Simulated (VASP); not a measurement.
Ti, 1 atom in the cell. It takes space group Fm-3m (No. 225, cubic). Conventional cell: a = 4.140 Å, b = 4.140 Å, c = 4.140 Å, α = 90.00°, β = 90.00°, γ = 90.00°. Within 3.9 Å of Ti (site symmetry m-3m) lie 12 Ti at 2.93 Å. 

| Property | Result |
| --- | --- |
| Program | VASP 6.6.1 |
| Task | single point |
| Functional | PBE |
| Potentials or basis | VASP PAW PBE potentials, release 64 (Ti_sv) |
| Cutoff | 520 eV |
| k mesh | 23 × 23 × 23 |
| Occupations | fermi-dirac, width 0.0612256 eV |
| Spin | no spin polarisation |
| Dipole correction | no |
| Further INCAR settings | ALGO = Normal; EDIFF = 1e-07; NBANDS = 12 |

Potentials or basis: VASP PAW PBE potentials, release 64 (Ti_sv).

Launch:

```sh
$ cat potpaw_PBE.64/Ti_sv/POTCAR > POTCAR
$ mpirun -np 1 vasp_std > vasp.out
```

Hardware: 1 thread of Intel(R) Xeon(R) Platinum 8488C (Sapphire Rapids), with other jobs on the host.

Q: How long does it take, and how much memory?

A: Run time: 43 s on 1 thread of Intel(R) Xeon(R) Platinum 8488C (Sapphire Rapids) (shared host), peak memory 0.2 GiB. Counts: scf iterations 14, k points 364.
